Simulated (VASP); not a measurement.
The system is Ga.

```xyz
3
Lattice="3.9088 0.0000 0.0000 -1.9544 3.3852 0.0000 0.0000 0.0000 4.4347" Properties=species:S:1:pos:R:3 pbc="T T T"
Ga    0.8811    0.0000    1.4782
Ga   -0.4405    0.7630    2.9565
Ga    1.5139    2.6221    0.0000
```

| Quantity | Value |
| --- | --- |
| Program | VASP 6.6.1 |
| Task | relaxation of cell and atoms |
| Functional | r2SCAN |
| Potentials or basis | VASP PAW PBE potentials, release 64 (Ga_d) |
| Cutoff | 600 eV |
| k mesh | 6 × 6 × 4 |
| Occupations | gaussian, width 0.1 eV |
| Spin | no spin polarisation |

At the start: pressure 18.2 GPa; volume 19.56 Å³/atom.

Question: How do energy, volume and symmetry change on relaxing?

Answer: Over 15 steps the energy falls by 869.8 meV/atom and the volume is 18.66 Å³/atom (-4.6 %); space group P3_121 (No. 152, to 0.1 Å) before, R-3m (No. 166, to 0.1 Å).

The path:
```tsv
step	energy change (eV)	largest force (eV/Å)	pressure (GPa)	volume (Å³)
1	0.0000	5.4286	18.23	58.68
2	-1.6897	0.1104	-7.63	79.25
3	-1.8728	0.7820	-4.52	71.38
4	-1.8745	0.7072	-4.85	71.94
5	-2.1345	0.6768	-3.45	66.09
6	-2.3981	0.5759	2.28	56.32
7	-2.3979	0.5239	4.09	54.75
8	-2.5365	0.0506	2.57	54.72
9	-2.5270	0.2853	2.58	54.34
10	-2.5824	0.1691	2.17	54.57
11	-2.5965	0.0899	-1.63	57.70
12	-2.6015	0.1109	-0.44	56.59
13	-2.6056	0.0928	-0.19	56.28
14	-2.6068	0.0708	0.06	56.05
15	-2.6094	0.0365	0.14	55.97
```

Final structure:
```
CELL_PARAMETERS angstrom
3.48187 0.00000 0.00000
-1.74094 3.01539 0.00000
0.00000 0.00000 5.33121
ATOMIC_POSITIONS crystal
Ga 0.33654 0.00000 0.33333
Ga 0.00000 0.33654 0.66667
Ga 0.66346 0.66346 0.00000
```

Caveat: a cell axis changed by over 15 % at a fixed basis, so the end point is rough; the PAW data sets were made with another functional, which shifts forces and pressure a little.
